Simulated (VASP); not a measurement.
# Nb12HCl in VASP: single point with PBE

Aim: the single point of Nb12HCl with PBE.

All numbers are computed with VASP 6.6.1; they aren't measurements. Logs are shortened: lines on timing, memory, paths and dates and some standing lists are left out, and cuts for length are marked.

### Step 1. The cell of the first run

The cell holds a slab with vacuum, 14 atoms: a = 5.764 Å, b = 5.764 Å, c = 23.989 Å, α = 90.00°, β = 90.00°, γ = 109.47°.

### Step 2. Single point, PBE

INCAR reads:

```
ALGO = Normal
DIPOL = 0.5 0.5 0.470
EDIFF = 1E-7
ENCUT = 520
GGA = PE
IDIPOL = 3
ISIF = 2
ISMEAR = -1
LASPH = T
LCHARG = T
LDIPOL = T
LELF = T
LREAL = F
LVACPOTAV = T
LVHAR = T
LWAVE = F
NBANDS = 95
NELM = 80
PREC = Accurate
SIGMA = 0.05
```

KPOINTS reads:

```
k-points
0
Gamma
  5 5 1
```

POSCAR reads:

```
Nb12HCl
1.0
    5.7640918825      0.0000000000      0.0000000000
   -1.9213639608      5.4344379433      0.0000000000
    0.0000000000      0.0000000000     23.9891613142
Nb Cl H
12 1 1
Direct
    0.2500000000      0.2500000000      0.3334839387
    0.2500000000      0.7500000000      0.3334839387
    0.7500000000      0.2500000000      0.3334839387
    0.7500000000      0.7500000000      0.3334839387
    0.5000387584      0.5000387584      0.4273780261
    0.5000345245     -0.0000345245      0.4274181134
   -0.0000345245      0.5000345245      0.4274181134
   -0.0000387584     -0.0000387584      0.4273780261
    0.7500000000      0.7500000000      0.5213858035
    0.7500000000      0.2500000000      0.5213645858
    0.2500000000      0.7500000000      0.5213645858
    0.2500000000      0.2500000000      0.5210600741
    0.2500000000      0.2500000000      0.7006749976
    0.2500000000      0.2500000000      0.7544412016
```

Potentials or basis: VASP PAW PBE potentials, release 64 (Nb_sv, Cl, H).

The run is started by

```
$ cat potpaw_PBE.64/Nb_sv/POTCAR potpaw_PBE.64/Cl/POTCAR potpaw_PBE.64/H/POTCAR > POTCAR
$ mpirun -np 1 vasp_std > vasp.out
```

OUTCAR:

```text
EDIFF = 1E-7
   ENCUT = 520
   GGA = PE
   ISIF = 2
   ISMEAR = -1
   LASPH = T
   LREAL = F
   NELM = 80
   PREC = Accurate

 ion  position               nearest neighbor table
   1  0.250  0.250  0.333-   5 2.80   8 2.80   2 2.88   2 2.88   3 2.88   3 2.88
   2  0.250  0.750  0.333-   6 2.80   7 2.80   1 2.88   1 2.88   4 2.88   4 2.88
   3  0.750  0.250  0.333-   6 2.80   7 2.80   4 2.88   4 2.88   1 2.88   1 2.88
   4  0.750  0.750  0.333-   5 2.80   8 2.80   3 2.88   3 2.88   2 2.88   2 2.88
   5  0.500  0.500  0.427-  12 2.80   4 2.80   1 2.80   9 2.80   6 2.88   7 2.88   6 2.88   7 2.88
[... 7 lines left out ...]
   9  0.750  0.750  0.521-   5 2.80   8 2.80  10 2.88  10 2.88  11 2.88  11 2.88
  10  0.750  0.250  0.521-   6 2.80   7 2.80   9 2.88   9 2.88  12 2.88  12 2.88
  11  0.250  0.750  0.521-   6 2.80   7 2.80   9 2.88   9 2.88  12 2.88  12 2.88
  12  0.250  0.250  0.521-   5 2.80   8 2.80  11 2.88  11 2.88  10 2.88  10 2.88
  13  0.250  0.250  0.701-  14 1.29
  14  0.250  0.250  0.754-  13 1.29

  LATTYP: Found a base centered orthorhombic cell.
 ALAT       =     6.6558000000
 B/A-ratio  =     1.4142135624
 C/A-ratio  =     3.6042491232

  Lattice vectors:

 A1 = (   5.7640918825,   0.0000000000,   0.0000000000)
 A2 = (  -1.9213639608,   5.4344379433,   0.0000000000)
 A3 = (   0.0000000000,   0.0000000000,  23.9891613142)

Analysis of symmetry for initial positions (statically):
=====================================================================
 Subroutine PRICEL returns:
 Original cell was already a primitive cell.

 Routine SETGRP: Setting up the symmetry group for a
 base centered orthorhombic supercell.

 Subroutine GETGRP returns: Found  4 space group operations
 (whereof  2 operations were pure point group operations)
 out of a pool of  8 trial point group operations.

The static configuration has the point symmetry C_1h.
 The point group associated with its full space group is C_2v.

Analysis of symmetry for dynamics (positions and initial velocities):
=====================================================================
 Subroutine PRICEL returns:
 Original cell was already a primitive cell.

 Routine SETGRP: Setting up the symmetry group for a
 base centered orthorhombic supercell.

 Subroutine GETGRP returns: Found  4 space group operations
 (whereof  2 operations were pure point group operations)
 out of a pool of  8 trial point group operations.

The dynamic configuration has the point symmetry C_1h.
[... 127 lines left out ...]
     AMIX     =   0.40;   BMIX     =  1.00
     AMIX_MAG =   1.60;   BMIX_MAG =  1.00
  volume/ion in A,a.u.               =      53.68       362.22
  Fermi-wavevector in a.u.,A,eV,Ry     =   0.985650  1.862608 13.218132  0.971505
  Thomas-Fermi vector in A             =   2.116972
   LORBIT       =      0    0 simple, 1 ext, 2 COOP (PROOUT), +10 PAW based schemes
   GGA     = PE    functional components
   LHFCALC =     F    Hartree Fock is set to
   AEXX    =    0.0000 exact exchange contribution
   IVDW    =     0    specifies the selected vdW correction
   LEPSILON=     F    determine dielectric tensor
   LRPA    =     F    only Hartree local field effects (RPA)
 non-spin polarized calculation
  energy-cutoff  :      520.00
  volume of cell :      751.45
 maximum number of plane-waves:     20270
 NGX is ok and might be reduce to    48
   NGX = 21   NGY = 21   NGZ = 89

 dipolmoment           0.000000      0.000000      0.038126 electrons x Angstroem

 number of electron     163.9999993 magnetization

 dipolmoment           0.000000      0.000000     -0.187501 electrons x Angstroem

 Free energy of the ion-electron system (eV)
  ---------------------------------------------------
  ext. energy  EPLUGINS =         0.00000000
  ---------------------------------------------------
  free energy    TOTEN  =      -120.46419638 eV

  energy without entropy =     -120.30349494  energy(sigma->0) =     -120.38384566

 E-fermi :   0.6514     XC(G=0):  -4.9867

 val. band max:        0.6493085094   @ k =   0.0000   0.0000   0.0000
 cond. band min:       0.6561741812   @ k =   0.0000   0.0000   0.0000
 fundamental gap:      0.0068656718
 Fermi energy:         0.6513965402

 k-point     1 :       0.0000    0.0000    0.0000
  band No.  band energies     occupation
      1     -54.0401      2.00000
      2     -54.0026      2.00000
      3     -53.8923      2.00000
      4     -53.8907      2.00000
      5     -53.8905      2.00000
      6     -53.8897      2.00000
[... 862 lines left out ...]
     93       1.7702      0.00000
     94       1.9538      0.00000
 [bands above 94 left out]

------------------------ aborting loop because EDIFF is reached ----------------------------------------

  FORCE on cell =-STRESS in cart. coord.  units (eV):
  Direction    XX          YY          ZZ          XY          YZ          ZX
  --------------------------------------------------------------------------------------
  -------------------------------------------------------------------------------------
  Total      -14.9991251    -13.8059123     -0.6145514      1.6874577     -0.0000000      0.0000000
  in kB      -31.9798127    -29.4357495     -1.3102924      3.5978486     -0.0000000      0.0000000
  external PRESSURE =     -20.9086182 kB  Pullay stress =       0.0000000 kB

 VOLUME and BASIS-vectors are now :
 -----------------------------------------------------------------------------
  energy-cutoff  :      520.00
  volume of cell :      751.45
      direct lattice vectors                 reciprocal lattice vectors
     5.764091882  0.000000000  0.000000000     0.173487866  0.061337223  0.000000000
    -1.921363961  5.434437943  0.000000000     0.000000000  0.184011670  0.000000000
     0.000000000  0.000000000 23.989161314     0.000000000  0.000000000  0.041685492

 POSITION                                       TOTAL-FORCE (eV/Angst)
 -----------------------------------------------------------------------------------
      0.96068      1.35861      8.00000        -0.000000     -0.000000      0.016157
      0.00000      4.07583      8.00000        -0.000000     -0.000000      0.013663
      3.84273      1.35861      8.00000        -0.000000     -0.000000      0.013663
      2.88205      4.07583      8.00000        -0.000000     -0.000000      0.019875
      1.92151      2.71743     10.25244         0.000400      0.000565     -0.000822
      0.96095      5.43425     10.25340        -0.000200      0.000141     -0.000838
      4.80314      2.71741     10.25340         0.000200     -0.000141     -0.000838
      3.84258      5.43423     10.25244        -0.000400     -0.000565     -0.000822
      2.88205      4.07583     12.50761         0.000000     -0.000000     -0.015315
      3.84273      1.35861     12.50710        -0.000000     -0.000000     -0.015191
      0.00000      4.07583     12.50710        -0.000000     -0.000000     -0.015191
      0.96068      1.35861     12.49979         0.000000     -0.000000     -0.015923
      0.96068      1.35861     16.80861         0.000000      0.000000      0.121578
      0.96068      1.35861     18.09841        -0.000000      0.000000     -0.119995
 -----------------------------------------------------------------------------------
    total drift:                               -0.000000     -0.000000     -0.000475

  FREE ENERGIE OF THE ION-ELECTRON SYSTEM (eV)
  ---------------------------------------------------
  free  energy   TOTEN  =      -120.4641963836 eV

  energy  without entropy=     -120.3034949394  energy(sigma->0) =     -120.38384566

 vacuum level on the upper side and lower side of the slab         4.130         5.213
```

Wall time 72 min (1 thread of Intel Xeon 8259CL, shared host); peak memory 1.1 GiB.

What came out:

| Item | Value |
| --- | --- |
| Free energy | -120.4642 eV |
| Largest force | 0.122 eV/Å |
| Band gap on the k mesh | zero (bands 82 and 83 overlap by 0.83 eV) |

Forces on the atoms (eV/Å):
```
Nb   0.000  0.000  0.016
Nb   0.000  0.000  0.014
Nb   0.000  0.000  0.014
Nb   0.000  0.000  0.020
Nb   0.000  0.001 -0.001
Nb   0.000  0.000 -0.001
Nb   0.000  0.000 -0.001
Nb   0.000 -0.001 -0.001
Nb   0.000  0.000 -0.015
Nb   0.000  0.000 -0.015
Nb   0.000  0.000 -0.015
Nb   0.000  0.000 -0.016
Cl   0.000  0.000  0.122
H    0.000  0.000 -0.120
```
